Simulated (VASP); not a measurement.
# AgRh (P-6m2) in VASP: further runs, part 3 of 3

VASP 6.6.1.

### Step 6. Single point, PBEsol-based screened hybrid with 25 % exact exchange

This run uses another cell than the first one, of 14.90 Å³/atom.

Input file POSCAR:

```
AgRh
1.0
    2.7008737186      0.0000000000      0.0000000000
   -1.3504368593      2.3390252527      0.0000000000
    0.0000000000      0.0000000000      4.7163661816
Ag Rh
1 1
Direct
    0.0000000000      0.0000000000      0.5000000000
    0.6666666667      0.3333333333      0.0000000000
```

Input file INCAR.step1:

```
SYSTEM = AgRh
ALGO     = Normal         ! electronic algorithm
EDIFF    = 1E-5           ! SCF threshold, eV
ENCUT    = 520            ! plane-wave cutoff, eV
GGA      = PE             ! functional
ISIF     = 2              ! what is computed and relaxed
ISMEAR   = -1             ! smearing method
LASPH    = .TRUE.         ! aspherical terms in the spheres
LCHARG   = .FALSE.        ! write CHGCAR
LREAL    = .FALSE.        ! projectors in reciprocal space
LWAVE    = .TRUE.         ! write WAVECAR
NBANDS   = 20             ! bands
NELM     = 80             ! most SCF steps
PREC     = Accurate       ! precision mode
SIGMA    = 0.05           ! smearing width, eV
```

Input file INCAR.step2:

```
SYSTEM = AgRh
AEXX     = 0.25           ! exact-exchange fraction
ALGO     = Normal         ! electronic algorithm
EDIFF    = 1E-6           ! SCF threshold, eV
ENCUT    = 520            ! plane-wave cutoff, eV
GGA      = PS             ! functional
HFSCREEN = 0.207          ! screening, 1/A
ISIF     = 2              ! what is computed and relaxed
ISMEAR   = -1             ! smearing method
ISTART   = 1            
LASPH    = .TRUE.         ! aspherical terms in the spheres
LCHARG   = .FALSE.        ! write CHGCAR
LHFCALC  = .TRUE.         ! exact exchange
LREAL    = .FALSE.        ! projectors in reciprocal space
LWAVE    = .FALSE.        ! write WAVECAR
NBANDS   = 20             ! bands
NELM     = 80             ! most SCF steps
PREC     = Accurate       ! precision mode
PRECFOCK = Normal       
SIGMA    = 0.05           ! smearing width, eV
```

Input file KPOINTS:

```
k-points
0
G
  6 6 3
  0 0 0
```

Potentials or basis: VASP PAW PBE potentials, release 64 (Ag, Rh_pv).

Command:

```sh
cat potpaw_PBE.64/Ag/POTCAR potpaw_PBE.64/Rh_pv/POTCAR > POTCAR
cp INCAR.step1 INCAR
mpirun -np 1 vasp_std > vasp.out
cp INCAR.step2 INCAR
mpirun -np 1 vasp_std > vasp.out
```

OUTCAR:

```text
SYSTEM = AgRh
   AEXX = 0.25
   EDIFF = 1E-6
   ENCUT = 520
   GGA = PS
   HFSCREEN = 0.207
   ISIF = 2
   ISMEAR = -1
   ISTART = 1
   LASPH = .TRUE.
   LHFCALC = .TRUE.
   LREAL = .FALSE.
   NELM = 80
   PREC = Accurate
   PRECFOCK = Normal

 ion  position               nearest neighbor table
   1  0.000  0.000  0.500-   2 2.83   2 2.83   2 2.83   2 2.83   2 2.83   2 2.83
   2  0.667  0.333  0.000-   1 2.83   1 2.83   1 2.83   1 2.83   1 2.83   1 2.83

  LATTYP: Found a hexagonal cell.
 ALAT       =     2.7008737186
 C/A-ratio  =     1.7462372080

  Lattice vectors:
[... 506 lines left out ...]

  FORCE on cell =-STRESS in cart. coord.  units (eV):
  Direction    XX          YY          ZZ          XY          YZ          ZX
  --------------------------------------------------------------------------------------
  -------------------------------------------------------------------------------------
  Total        0.0382251      0.0382251      0.0278785      0.0000000     -0.0000000      0.0000000
  in kB        2.0554753      2.0554753      1.4991065      0.0000000     -0.0000000      0.0000000
  external PRESSURE =       1.8700190 kB  Pullay stress =       0.0000000 kB

 VOLUME and BASIS-vectors are now :
 -----------------------------------------------------------------------------
  energy-cutoff  :      520.00
  volume of cell :       29.80
      direct lattice vectors                 reciprocal lattice vectors
     2.700873719  0.000000000  0.000000000     0.370250557  0.213764259  0.000000000
    -1.350436859  2.339025253  0.000000000     0.000000000  0.427528518  0.000000000
     0.000000000  0.000000000  4.716366182     0.000000000  0.000000000  0.212027642

 POSITION                                       TOTAL-FORCE (eV/Angst)
 -----------------------------------------------------------------------------------
      0.00000      0.00000      2.35818         0.000000      0.000000      0.000000
      1.35044      0.77968      0.00000         0.000000     -0.000000      0.000000
 -----------------------------------------------------------------------------------
    total drift:                               -0.000001      0.000001      0.000000

  FREE ENERGIE OF THE ION-ELECTRON SYSTEM (eV)
  ---------------------------------------------------
  free  energy   TOTEN  =       -11.8118047007 eV

  energy  without entropy=      -11.8022459917  energy(sigma->0) =      -11.80702535
```

OSZICAR.step1:

```text
N       E                     dE             d eps       ncg     rms          rms(c)
DAV:   1     0.218197156629E+03    0.21820E+03   -0.15799E+04   560   0.142E+03
DAV:   2    -0.562619655910E+01   -0.22382E+03   -0.21789E+03   576   0.380E+02
DAV:   3    -0.101446690038E+02   -0.45185E+01   -0.44980E+01   632   0.606E+01
DAV:   4    -0.101701385490E+02   -0.25470E-01   -0.25468E-01   616   0.450E+00
DAV:   5    -0.101704996371E+02   -0.36109E-03   -0.36108E-03   628   0.554E-01    0.114E+01
DAV:   6    -0.950786718904E+01    0.66263E+00   -0.29428E+00   584   0.203E+01    0.778E+00
DAV:   7    -0.943080550255E+01    0.77062E-01   -0.12380E+00   592   0.108E+01    0.333E+00
DAV:   8    -0.938790563138E+01    0.42900E-01   -0.27438E-01   572   0.577E+00    0.209E+00
DAV:   9    -0.938174611153E+01    0.61595E-02   -0.22411E-02   648   0.154E+00    0.152E-01
DAV:  10    -0.938163784699E+01    0.10826E-03   -0.49087E-04   624   0.193E-01    0.662E-02
DAV:  11    -0.938163124735E+01    0.65996E-05   -0.45886E-05   620   0.531E-02
   1 F= -.93816312E+01 E0= -.93677578E+01  d E =-.277469E-01
```

Wall time 36 min (1 thread of Intel Xeon Platinum 8259CL at 2.50GHz (Skylake/Cascade Lake), shared host); peak memory 0.26 GiB.

Results:

```yaml
Free_energy: -11.8118 eV
Pressure: 0.2 GPa
Band_gap_on_the_k_mesh: zero (bands 13 and 14 overlap by 1.83 eV)
```

Caveat: the k points lie up to 0.45 Å⁻¹ apart, too coarse for converged energies and pressures of a metal; the PAW data sets were made with another functional, which shifts forces and pressure a little.

### Step 7. Overview

```tsv
level	cell	share of exact exchange	screening parameter	gap on the mesh (eV)	pressure (GPa)
HSE06	a = 2.729, b = 2.729, c = 4.775 Å, angles 90.0, 90.0, 120.0°, 2 atoms	0.25	0.2079 1/Å	none	0.2
B3LYP	a = 2.778, b = 2.778, c = 4.809 Å, angles 90.0, 90.0, 120.0°, 2 atoms	0.2	-	none	2.1
PBE-based screened hybrid with 25 % exact exchange	a = 2.778, b = 2.778, c = 4.809 Å, angles 90.0, 90.0, 120.0°, 2 atoms	0.25	0.3 1/Å	none	-6.0
r2SCAN0	a = 2.778, b = 2.778, c = 4.809 Å, angles 90.0, 90.0, 120.0°, 2 atoms	0.25	-	none	-8.7
PBEsol-based screened hybrid with 25 % exact exchange	a = 2.701, b = 2.701, c = 4.716 Å, angles 90.0, 90.0, 120.0°, 2 atoms	0.25	0.207 1/Å	none	0.2
```

Alike in all rows: task single point; potentials or basis VASP PAW PBE potentials, release 64 (Ag, Rh_pv); no spin polarisation; k mesh 6 × 6 × 3; cutoff (eV) 520; smearing fermi-dirac 0.05 eV.

Caveats: all runs use coarse meshes; the PAW data sets were made with another functional, which shifts forces and pressure a little.

Absolute energies hang on the potentials; compare differences alone.
